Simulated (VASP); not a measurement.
Ba, 1 atom in the cell. Symmetry: Im-3m, No. 229, cubic system. The conventional cell has a = 4.872 Å, b = 4.872 Å, c = 4.872 Å, α = 90.00°, β = 90.00°, γ = 90.00°. Ba (site symmetry m-3m) has 14 Ba at 4.22 to 4.87 Å within 5.5 Å. 

* Program: VASP 6.6.1
* Task: single point
* Functional: PBEsol
* Potentials or basis: VASP PAW PBE potentials, release 64 (Ba_sv)
* Cutoff: 500 eV
* k mesh: 12 × 12 × 12
* Occupations: gaussian, width 0.1 eV
* Spin: no spin polarisation
* Dipole correction: no
* Further INCAR settings: ALGO = Normal; EDIFF = 1e-06; NBANDS = 11

Potentials or basis: VASP PAW PBE potentials, release 64 (Ba_sv).

Launch:

```console
$ cat potpaw_PBE.64/Ba_sv/POTCAR > POTCAR
$ mpirun -np 1 vasp_std > vasp.out
```

Hardware: 1 thread of AMD EPYC 7R13, with other jobs on the host.

Q: Estimate the wall time of this run.

A: It took 41 s on 1 thread of AMD EPYC 7R13 (shared host), peak memory 0.16 GiB. Counts: scf iterations 10, k points 72.
